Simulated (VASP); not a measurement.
# TaGe3W2 (P-4m2) in VASP: further runs, part 3 of 3

VASP 6.6.1. The steps go on from the part before.

### 5 Single point, PBE

This run uses another cell than the first one, of 17.34 Å³/atom.

Input file INCAR:

```
SYSTEM = TaGe3W2
PREC = Accurate ; ENCUT = 520
EDIFF = 1E-6 ; ISMEAR = 0
SIGMA = 0.1 ; LREAL = .FALSE.
LASPH = .TRUE. ; NELM = 60
ALGO = Normal ; ISIF = 2
LWAVE = .FALSE. ; LCHARG = .FALSE.
GGA = PE ; NBANDS = 50
```

Input file KPOINTS:

```
regular mesh
0
G
  10 10 6
  0 0 0
```

Input file POSCAR:

```
TaGe3W2
1.0
    3.6965182152      0.0000000000      0.0000000000
    0.0000000000      3.6965182152      0.0000000000
    0.0000000000      0.0000000000      7.6149527611
Ta Ge W
1 3 2
Direct
    0.5000000000      0.5000000000      0.0000000000
    0.0000000000      0.0000000000      0.0000000000
    0.5000000000      0.0000000000      0.6206658169
    0.0000000000      0.5000000000      0.3793341831
    0.5000000000      0.0000000000      0.2647121906
    0.0000000000      0.5000000000      0.7352878094
```

Potentials or basis: VASP PAW PBE potentials, release 64 (Ta_pv, Ge_d, W_sv).

Launch:

```console
$ cat potpaw_PBE.64/Ta_pv/POTCAR potpaw_PBE.64/Ge_d/POTCAR potpaw_PBE.64/W_sv/POTCAR > POTCAR
$ mpirun -np 1 vasp_std > vasp.out
```

OUTCAR:

```text
SYSTEM = TaGe3W2
   PREC = Accurate
   ENCUT = 520
   EDIFF = 1E-6
   ISMEAR = 0
   LREAL = .FALSE.
   LASPH = .TRUE.
   NELM = 60
   ISIF = 2
   GGA = PE

 ion  position               nearest neighbor table
   1  0.500  0.500  0.000-   2 2.61   2 2.61   2 2.61   2 2.61   5 2.73   6 2.73   6 2.73   5 2.73

   2  0.000  0.000  0.000-   1 2.61   1 2.61   1 2.61   1 2.61   6 2.73   6 2.73   5 2.73   5 2.73

   3  0.500  0.000  0.621-   5 2.71   6 2.76   6 2.76   6 2.76   6 2.76
   4  0.000  0.500  0.379-   6 2.71   5 2.76   5 2.76   5 2.76   5 2.76
   5  0.500  0.000  0.265-   3 2.71   2 2.73   1 2.73   1 2.73   2 2.73   4 2.76   4 2.76   4 2.76
                             4 2.76
   6  0.000  0.500  0.735-   4 2.71   2 2.73   1 2.73   2 2.73   1 2.73   3 2.76   3 2.76   3 2.76
                             3 2.76

  LATTYP: Found a simple tetragonal cell.
 ALAT       =     3.6965182152
 C/A-ratio  =     2.0600338799

  Lattice vectors:

 A1 = (   3.6965182152,   0.0000000000,   0.0000000000)
 A2 = (   0.0000000000,   3.6965182152,   0.0000000000)
 A3 = (   0.0000000000,   0.0000000000,   7.6149527611)

[... 186 lines left out ...]
 cond. band min:       8.1924979802   @ k =   0.2000   0.1000   0.5000
 fundamental gap:      0.0269796722
 Fermi energy:         8.1860713670

 k-point     1 :       0.0000    0.0000    0.0000
  band No.  band energies     occupation
      1     -65.8759      2.00000
      2     -65.8758      2.00000
      3     -30.2125      2.00000
      4     -30.2125      2.00000
      5     -30.0963      2.00000
      6     -30.0759      2.00000
[... 1261 lines left out ...]
     49      11.7570      0.00000
     50      13.1057      0.00000

 [... further k-points ...]

------------------------ aborting loop because EDIFF is reached ----------------------------------------

  FORCE on cell =-STRESS in cart. coord.  units (eV):
  Direction    XX          YY          ZZ          XY          YZ          ZX
  --------------------------------------------------------------------------------------
  -------------------------------------------------------------------------------------
  Total        0.1431002      0.1431002      0.1410526      0.0000000      0.0000000      0.0000000
  in kB        2.2034233      2.2034233      2.1718951      0.0000000      0.0000000      0.0000000
  external PRESSURE =       2.1929139 kB  Pullay stress =       0.0000000 kB

 VOLUME and BASIS-vectors are now :
 -----------------------------------------------------------------------------
  energy-cutoff  :      520.00
  volume of cell :      104.05
      direct lattice vectors                 reciprocal lattice vectors
     3.696518215  0.000000000  0.000000000     0.270524840  0.000000000  0.000000000
     0.000000000  3.696518215  0.000000000     0.000000000  0.270524840  0.000000000
     0.000000000  0.000000000  7.614952761     0.000000000  0.000000000  0.131320578

 POSITION                                       TOTAL-FORCE (eV/Angst)
 -----------------------------------------------------------------------------------
      1.84826      1.84826      0.00000        -0.000000      0.000000      0.000000
      0.00000      0.00000      0.00000         0.000000     -0.000000      0.000000
      1.84826      0.00000      4.72634         0.000000     -0.000000     -0.001029
      0.00000      1.84826      2.88861         0.000000     -0.000000      0.001029
      1.84826      0.00000      2.01577         0.000000     -0.000000      0.003979
      0.00000      1.84826      5.59918         0.000000     -0.000000     -0.003979
 -----------------------------------------------------------------------------------
    total drift:                                0.000000      0.000000      0.000000

  FREE ENERGIE OF THE ION-ELECTRON SYSTEM (eV)
  ---------------------------------------------------
  free  energy   TOTEN  =       -49.2986986937 eV

  energy  without entropy=      -49.2783458848  energy(sigma->0) =      -49.28852229
```

stdout:

```text
POSCAR found type information on POSCAR TaGeW
 POSCAR found :  3 types and       6 ions
 scaLAPACK will be used
 LDA part: xc-table for (Slater+PW92), standard interpolation
 POSCAR, INCAR and KPOINTS ok, starting setup
 FFT: planning ... GRIDC
 FFT: planning ... GRID_SOFT
 FFT: planning ... GRID
 WAVECAR not read
 entering main loop
```

Run time: 4.1 min. Hardware: 1 thread of Intel Xeon Platinum 8488C (Sapphire Rapids), shared host; peak memory 0.47 GiB.

What came out:

* Free energy: -49.2987 eV
* Pressure: 0.2 GPa
* Largest force: 0.004 eV/Å
* Band gap on the k mesh: zero (an odd number of electrons rules out a gap without spin polarisation)

Forces on the atoms (eV/Å):
```
Ta   0.000  0.000  0.000
Ge   0.000  0.000  0.000
Ge   0.000  0.000 -0.001
Ge   0.000  0.000  0.001
W    0.000  0.000  0.004
W    0.000  0.000 -0.004
```

Caveat: spin-orbit coupling is left out, which moves the levels of the heavy elements; an odd number of electrons without spin polarisation forces a metal; a magnetic or distorted state may lie lower.

### 6 The runs side by side

```csv
task,cell,k mesh,cutoff (eV),gap on the mesh (eV),pressure (GPa),relaxed volume (Å³/atom),largest force (eV/Å)
single point,"a = 3.714, b = 3.714, c = 7.564 Å, 6 atoms, atomic positions A",4 × 4 × 4,520,none,-0.1,-,0.03
relaxation of cell and atoms,"relaxed from a = 3.839, b = 3.839, c = 6.387 Å, 6 atoms, atomic positions B",4 × 4 × 4,600,none,0.0,17.37,0.03
relaxation of cell and atoms,"relaxed from a = 3.714, b = 3.714, c = 7.564 Å, 6 atoms, atomic positions A",6 × 6 × 2,600,none,0.0,17.38,0.03
single point,"a = 3.697, b = 3.697, c = 7.615 Å, 6 atoms, atomic positions C",10 × 10 × 6,520,none,0.2,-,-
```

Alike in all rows: level PBE; potentials or basis VASP PAW PBE potentials, release 64 (Ta_pv, Ge_d, W_sv); no spin polarisation; smearing gaussian 0.1 eV.

Caveats: some runs use coarse meshes; spin-orbit coupling is left out, which moves the levels of the heavy elements; an odd number of electrons without spin polarisation forces a metal; a magnetic or distorted state may lie lower; a cell axis changed by over 15 % at a fixed basis, so the end point is rough (at least some runs).

Total energies depend on the potentials used, so only differences within one code and one set of settings carry meaning.

The gap in the log of VASP goes by the Fermi energy; the results here count the filled bands.